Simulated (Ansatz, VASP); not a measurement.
HfRu: VASP beside Ansatz

The input INCAR:

```
  PREC = Accurate
  ENCUT = 600
  EDIFF = 1E-6
  ISMEAR = -1
  SIGMA = 0.05
  LREAL = F
  LASPH = T
  NELM = 60
  ALGO = Normal
  ISIF = 3
  LWAVE = F
  LCHARG = F
  GGA = CA
  IBRION = 2
  NSW = 100
  EDIFFG = -0.005
```

File KPOINTS:

```
regular mesh
0
Gamma
  10 10 10
```

The input POSCAR:

```
HfRu
1.0
    3.1670018895      0.0000000000      0.0000000000
    0.0000000000      3.1670018895      0.0000000000
    0.0000000000      0.0000000000      3.1670018895
Hf Ru
1 1
Direct
    0.0000000000      0.0000000000      0.0000000000
    0.5000000000      0.5000000000      0.5000000000
```

Input for Ansatz:

```yaml
crystal:
  lattice:
    - [3.1670018895, 0.0, 0.0]
    - [0.0, 3.1670018895, 0.0]
    - [0.0, 0.0, 3.1670018895]
  atoms:
    - { symbol: Hf, position: [0.0, 0.0, 0.0] }
    - { symbol: Ru, position: [0.5, 0.5, 0.5] }
kpoints:
  mp_grid: { grid: [10, 10, 10] }
scf:
  occupations: { method: fermi_dirac, width: 0.05 }
hamiltonian:
  xc: lda
  pseudopotentials: { kind: all_electron, lapw: { basis_error: 0.001 } }
output:
  forces: true
  stress: true
relax:
  f_tol: 0.005
  max_steps: 80
  cell: {}
```

Alike in both runs: task relaxation of cell and atoms; functional LDA; k mesh 10 × 10 × 10; occupations fermi-dirac, width 0.05 eV; no spin polarisation.

```csv
,VASP,Ansatz
version,VASP 6.6.1,Ansatz 0.2.0
potentials or method,"VASP PAW LDA potentials, release 64 (Hf_pv, Ru_pv), cutoff 600 eV","all-electron LAPW, scalar-relativistic"
```

Ansatz gave:

| Quantity | Value |
| --- | --- |
| relaxed volume (Å³/atom) | 16.10 |
| relaxed length of the cell vector where the two differ most in proportion (Å) | 3.182 |

Question: Which values does VASP return?

Answer: Relaxed volume (Å³/atom): 16.07; relaxed length of the cell vector where the two differ most in proportion (Å): 3.180.

LDA's correlation is that of Perdew and Zunger in VASP and of Perdew and Wang (1992) in Ansatz. Ansatz ran all-electron here, and VASP with PAW potentials.

Spin-orbit coupling is off throughout.
